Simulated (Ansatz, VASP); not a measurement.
## Two plane-wave programs on WSe

File INCAR:

```
ALGO = Normal
EDIFF = 1E-7
ENCUT = 520
GGA = PE
ISIF = 2
ISMEAR = 0
LASPH = T
LCHARG = F
LREAL = F
LWAVE = F
NBANDS = 17
NELM = 100
PREC = Accurate
SIGMA = 0.1
```

KPOINTS

```
k-points
0
Gamma
  12 12 12
```

POSCAR

```
WSe
1.0
    0.0000000000      2.7610497160      2.7610497160
    2.7610497160      0.0000000000      2.7610497160
    2.7610497160      2.7610497160      0.0000000000
W Se
1 1
Direct
    0.0000000000      0.0000000000      0.0000000000
    0.2500000000      0.2500000000      0.2500000000
```

Input for Ansatz:

```yaml
crystal:
  lattice:
    - [0.0, 2.761049716, 2.761049716]
    - [2.761049716, 0.0, 2.761049716]
    - [2.761049716, 2.761049716, 0.0]
  atoms:
    - { symbol: W, position: [0.0, 0.0, 0.0] }
    - { symbol: Se, position: [0.25, 0.25, 0.25] }
basis:
  ecutwfc: 420
kpoints:
  mp_grid: { grid: [12, 12, 12] }
hamiltonian:
  xc: pbe
scf:
  occupations: { method: gaussian, width: 0.1 }
  lower_state_search: "off"
output:
  forces: true
  stress: true
  eigenvalues: true
```

Alike in both runs: task single point; functional PBE; k mesh 12 × 12 × 12; occupations gaussian, width 0.1 eV; no spin polarisation.

|  | VASP | Ansatz |
| --- | --- | --- |
| version | VASP 6.6.1 | Ansatz 0.2.0 |
| potentials or method | VASP PAW PBE potentials, release 64 (W_sv, Se), cutoff 520 eV | scalar-relativistic, plane waves, PAW |
| valence electrons in the cell | 20 | 30 |

```csv
,VASP,Ansatz,Ansatz less VASP
gap on the k mesh at the Fermi level (eV),none,none,-
pressure (GPa),10.3,9.9,-0.36
```

A gap of «none» marks a metal or a gap that the smearing closes. VASP's potentials hold 20 valence electrons a cell and Ansatz's 30, so a difference there can come from the potentials and not from the codes.

Neither program's run includes spin-orbit coupling.
